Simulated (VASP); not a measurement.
# SrC2 (R-3m) in VASP: single point with LDA

Aim: the single point of SrC2 with LDA.

Everything below comes from runs of VASP 6.6.1. Logs are shortened: lines on timing, memory, paths and dates and some standing lists are left out, and cuts for length are marked.

## Step 1: The cell of the first run

The structure is trigonal, space group R-3m (No. 166). Conventional cell: a = 5.035 Å, b = 5.035 Å, c = 6.920 Å, α = 90.00°, β = 90.00°, γ = 120.00°. Sr (site symmetry -3m) has 14 C at 2.83 to 3.41 Å within 3.7 Å. C (site symmetry 3m) has 1 C at 1.27 Å within 1.7 Å.

## Step 2: Single point, LDA

INCAR reads:

```
SYSTEM = SrC2
PREC = Accurate
ENCUT = 600
EDIFF = 1E-6
ISMEAR = -1
SIGMA = 0.01
LREAL = .FALSE.
LASPH = .TRUE.
NELM = 120
ALGO = Normal
ISIF = 2
LWAVE = .FALSE.
LCHARG = .FALSE.
NBANDS = 16
GGA_COMPAT = .FALSE.
```

KPOINTS reads:

```
regular mesh
0
G
  5 5 5
  0 0 0
```

POSCAR reads:

```
SrC2
1.0
    2.5173300000      1.4533800000      2.3066600000
   -2.5173300000      1.4533800000      2.3066600000
    0.0000000000     -2.9067600000      2.3066600000
Sr C
1 2
Direct
    0.0000000000      0.0000000000      0.0000000000
    0.5915600000      0.5915600000      0.5915600000
    0.4084400000      0.4084400000      0.4084400000
```

Potentials or basis: VASP PAW LDA potentials, release 64 (Sr_sv, C).

Launch:

```console
$ cat potpaw_LDA.64/Sr_sv/POTCAR potpaw_LDA.64/C/POTCAR > POTCAR
$ mpirun -np 1 vasp_std > vasp.out
```

OUTCAR:

```text
SYSTEM = SrC2
   PREC = Accurate
   ENCUT = 600
   EDIFF = 1E-6
   ISMEAR = -1
   LREAL = .FALSE.
   LASPH = .TRUE.
   NELM = 120
   ISIF = 2

 ion  position               nearest neighbor table
   1  0.000  0.000  0.000-   2 2.83   3 2.83   2 2.95   3 2.95   2 2.95   2 2.95   3 2.95   3 2.95
                             2 3.41   3 3.41   3 3.41   2 3.41   3 3.41   2 3.41
   2  0.592  0.592  0.592-   3 1.27   1 2.83   1 2.95   1 2.95   1 2.95   1 3.41   1 3.41   1 3.41

   3  0.408  0.408  0.408-   2 1.27   1 2.83   1 2.95   1 2.95   1 2.95   1 3.41   1 3.41   1 3.41

  LATTYP: Found a trigonal (rhomboedric) cell.
 ALAT       =     3.7107875322
 COS(alpha) =     0.0795967974

  Lattice vectors:

 A1 = (   2.5173300000,   1.4533800000,   2.3066600000)
 A2 = (  -2.5173300000,   1.4533800000,   2.3066600000)
 A3 = (   0.0000000000,  -2.9067600000,   2.3066600000)

Analysis of symmetry for initial positions (statically):
=====================================================================
 Subroutine PRICEL returns:
 Original cell was already a primitive cell.

 Routine SETGRP: Setting up the symmetry group for a
 trigonal (rhombohedral) supercell.

 Subroutine GETGRP returns: Found 12 space group operations
 (whereof 12 operations were pure point group operations)
 out of a pool of 12 trial point group operations.

The static configuration has the point symmetry D_3d.

Analysis of symmetry for dynamics (positions and initial velocities):
=====================================================================
 Subroutine PRICEL returns:
 Original cell was already a primitive cell.

 Routine SETGRP: Setting up the symmetry group for a
 trigonal (rhombohedral) supercell.

 Subroutine GETGRP returns: Found 12 space group operations
 (whereof 12 operations were pure point group operations)
 out of a pool of 12 trial point group operations.

The dynamic configuration has the point symmetry D_3d.

 Subroutine INISYM returns: Found 12 space group operations
 (whereof 12 operations are pure point group operations),
 and found     1 'primitive' translations

----------------------------------------------------------------------------------------

                                     Primitive cell

  volume of cell :      50.6354

  direct lattice vectors                    reciprocal lattice vectors
     2.517330000  1.453380000  2.306660000     0.198623144  0.114675217  0.144509088
    -2.517330000  1.453380000  2.306660000    -0.198623144  0.114675217  0.144509088
     0.000000000 -2.906760000  2.306660000     0.000000000 -0.229350434  0.144509088

  length of vectors
     3.710787532  3.710787532  3.710786177     0.271080127  0.271080127  0.271080243
[... 81 lines left out ...]
   IBRION =     -1    ionic relax: 0-MD 1-quasi-New 2-CG
   NFREE  =      0    steps in history (QN), initial steepest desc. (CG)
   ISIF   =      2    stress and relaxation
   ISYM   =      2    0-nonsym 1-usesym 2-fastsym
   POTIM  = 0.5000    time-step for ionic-motion
   TEBEG  =    0.0;   TEEND  =   0.0 temperature during run
   PSTRESS=    0.0 pullay stress
   NELECT =      18.0000    total number of electrons
   NUPDOWN=      -1.0000    fix difference up-down
   EMIN   =  10.00;   EMAX   =-10.00  energy-range for DOS
   EFERMI =   0.00;   METHOD = LEGACY
   ISMEAR =    -1;   SIGMA  =   0.01  broadening in eV -4-tet -1-fermi 0-gaus
   EFERMI_NEDOS =   21; number of points for ismear=-14 and -15
   IALGO  =     38    algorithm
   IMIX   =      4    mixing-type and parameters
     AMIX     =   0.40;   BMIX     =  1.00
     AMIX_MAG =   1.60;   BMIX_MAG =  1.00
  volume/ion in A,a.u.               =      16.88       113.90
  Fermi-wavevector in a.u.,A,eV,Ry     =   1.159705  2.191525 18.298696  1.344916
  Thomas-Fermi vector in A             =   2.296295
   LORBIT       =      0    0 simple, 1 ext, 2 COOP (PROOUT), +10 PAW based schemes
   GGA     = CA    functional components
   LHFCALC =     F    Hartree Fock is set to
   AEXX    =    0.0000 exact exchange contribution
   IVDW    =     0    specifies the selected vdW correction
   LEPSILON=     F    determine dielectric tensor
   LRPA    =     F    only Hartree local field effects (RPA)
 non-spin polarized calculation
  energy-cutoff  :      600.00
  volume of cell :       50.64
 maximum number of plane-waves:      1713
 NGX is ok and might be reduce to    30
   NGX = 15   NGY = 15   NGZ = 15

 number of electron      17.9999999 magnetization

 Free energy of the ion-electron system (eV)
  ---------------------------------------------------
  ext. energy  EPLUGINS =         0.00000000
  ---------------------------------------------------
  free energy    TOTEN  =       -21.44083332 eV

  energy without entropy =      -21.44083332  energy(sigma->0) =      -21.44083332

 E-fermi :   2.0164     XC(G=0):  -9.9951

 val. band max:        1.7074123739   @ k =  -0.4000   0.4000   0.4000
 cond. band min:       3.3698687125   @ k =   0.0000   0.0000   0.0000
 fundamental gap:      1.6624563386
 Fermi energy:         2.0164424418

 k-point     1 :       0.0000    0.0000    0.0000
  band No.  band energies     occupation
      1     -32.0298      2.00000
      2     -14.0062      2.00000
      3     -14.0062      2.00000
      4     -13.9073      2.00000
      5     -10.8791      2.00000
      6      -0.7757      2.00000
[... 338 lines left out ...]
      3     -14.2556      2.00000
      4     -14.2539      2.00000
      5     -10.2574      2.00000
      6      -2.8180      2.00000
[... 8 lines left out ...]
     15      10.2805      0.00000
     16      10.4388      0.00000

------------------------ aborting loop because EDIFF is reached ----------------------------------------

  FORCE on cell =-STRESS in cart. coord.  units (eV):
  Direction    XX          YY          ZZ          XY          YZ          ZX
  --------------------------------------------------------------------------------------
  -------------------------------------------------------------------------------------
  Total       -1.5594301     -1.5594276     -2.0542485      0.0000000      0.0000000      0.0000000
  in kB      -49.3426325    -49.3425542    -64.9994075      0.0000000      0.0000000      0.0000000
  external PRESSURE =     -54.5615314 kB  Pullay stress =       0.0000000 kB

 VOLUME and BASIS-vectors are now :
 -----------------------------------------------------------------------------
  energy-cutoff  :      600.00
  volume of cell :       50.64
      direct lattice vectors                 reciprocal lattice vectors
     2.517330000  1.453380000  2.306660000     0.198623144  0.114675217  0.144509088
    -2.517330000  1.453380000  2.306660000    -0.198623144  0.114675217  0.144509088
     0.000000000 -2.906760000  2.306660000     0.000000000 -0.229350434  0.144509088

 POSITION                                       TOTAL-FORCE (eV/Angst)
 -----------------------------------------------------------------------------------
      0.00000      0.00000      0.00000         0.000000      0.000000     -0.000000
      0.00000      0.00000      4.09358         0.000000      0.000000     -0.461307
      0.00000      0.00000      2.82640         0.000000     -0.000000      0.461307
 -----------------------------------------------------------------------------------
    total drift:                                0.000000     -0.000000      0.000000

  FREE ENERGIE OF THE ION-ELECTRON SYSTEM (eV)
  ---------------------------------------------------
  free  energy   TOTEN  =       -21.4408333182 eV

  energy  without entropy=      -21.4408333182  energy(sigma->0) =      -21.44083332
```

OSZICAR:

```text
N       E                     dE             d eps       ncg     rms          rms(c)
DAV:   1     0.660299247227E+02    0.66030E+02   -0.95124E+03   608   0.116E+03
DAV:   2    -0.204322133534E+02   -0.86462E+02   -0.82044E+02   824   0.223E+02
DAV:   3    -0.242578303304E+02   -0.38256E+01   -0.38132E+01   912   0.404E+01
DAV:   4    -0.243113116960E+02   -0.53481E-01   -0.53475E-01   800   0.450E+00
DAV:   5    -0.243119631055E+02   -0.65141E-03   -0.65140E-03   888   0.404E-01    0.134E+01
DAV:   6    -0.216474068372E+02    0.26646E+01   -0.46662E+00   736   0.127E+01    0.111E+01
DAV:   7    -0.214526865134E+02    0.19472E+00   -0.13840E+00   784   0.658E+00    0.735E+00
DAV:   8    -0.214593587281E+02   -0.66722E-02   -0.28132E-01   752   0.283E+00    0.166E+00
DAV:   9    -0.214405558063E+02    0.18803E-01   -0.77789E-02   768   0.136E+00    0.455E-01
DAV:  10    -0.214409363266E+02   -0.38052E-03   -0.43276E-03   736   0.351E-01    0.184E-01
DAV:  11    -0.214408361982E+02    0.10013E-03   -0.76182E-04   776   0.158E-01    0.585E-02
DAV:  12    -0.214408335293E+02    0.26688E-05   -0.77766E-05   776   0.543E-02    0.249E-02
DAV:  13    -0.214408333182E+02    0.21118E-06   -0.34186E-06   752   0.112E-02
   1 F= -.21440833E+02 E0= -.21440833E+02  d E =-.116285E-14
```

stdout:

```text
POSCAR found type information on POSCAR SrC
 POSCAR found :  2 types and       3 ions
 scaLAPACK will be used
 LDA part: xc-table for (Slater(with rela. corr.)+CA(PZ))
 , standard interpolation
 POSCAR, INCAR and KPOINTS ok, starting setup
 FFT: planning ... GRIDC
 FFT: planning ... GRID_SOFT
 FFT: planning ... GRID
 WAVECAR not read
 entering main loop
```

It took 21 s on 1 thread of Intel Xeon 8259CL, shared host; peak memory 0.16 GiB.

What came out:

* Free energy: -21.4408 eV
* Pressure: -5.5 GPa
* Largest force: 0.461 eV/Å
* Band gap on the k mesh: 1.66 eV, indirect (least direct gap 2.42 eV)

Forces on the atoms (eV/Å):
```
Sr   0.000  0.000  0.000
C    0.000  0.000 -0.461
C    0.000  0.000  0.461
```

Stress tensor (GPa, compression positive):
```
-4.93  0.00  0.00
 0.00 -4.93  0.00
 0.00  0.00 -6.50
```
